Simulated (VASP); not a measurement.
Runs of VASP 6.6.1 on TePt. The structure is that of space group P6_3/mmc (No. 194), or close to it. The cells are those of the table. 

```csv
cell,gap on the mesh (eV),pressure (GPa)
"a = 4.346, b = 4.346, c = 5.773 Å, angles 90.0, 90.0, 120.0°, 4 atoms",none,-10.6
"a = 4.205, b = 4.205, c = 5.585 Å, angles 90.0, 90.0, 120.0°, 4 atoms",none,0.0
"a = 4.319, b = 4.319, c = 5.736 Å, angles 90.0, 90.0, 120.0°, 4 atoms",none,-9.0
"a = 4.176, b = 4.176, c = 5.546 Å, angles 90.0, 90.0, 120.0°, 4 atoms",none,(a)
```

Alike in all rows: task single point; level PBEsol; potentials or basis VASP PAW PBE potentials, release 64 (Pt, Te); no spin polarisation; k mesh 7 × 7 × 5; cutoff (eV) 520; smearing fermi-dirac 0.05 eV.

**Question.** Estimate the missing entries.

**Answer.** (a) 3.1.

Caveats: the PAW data sets were made with another functional, which shifts forces and pressure a little; spin-orbit coupling is left out, which moves the levels of the heavy elements; the cell stands under tension (at least some runs); the cell stands under pressure (at least some runs).

A k mesh can miss the band edges, and the runs leave out spin-orbit coupling on Pt, Te.

A gap of «none» marks levels without a gap at the run's occupations.
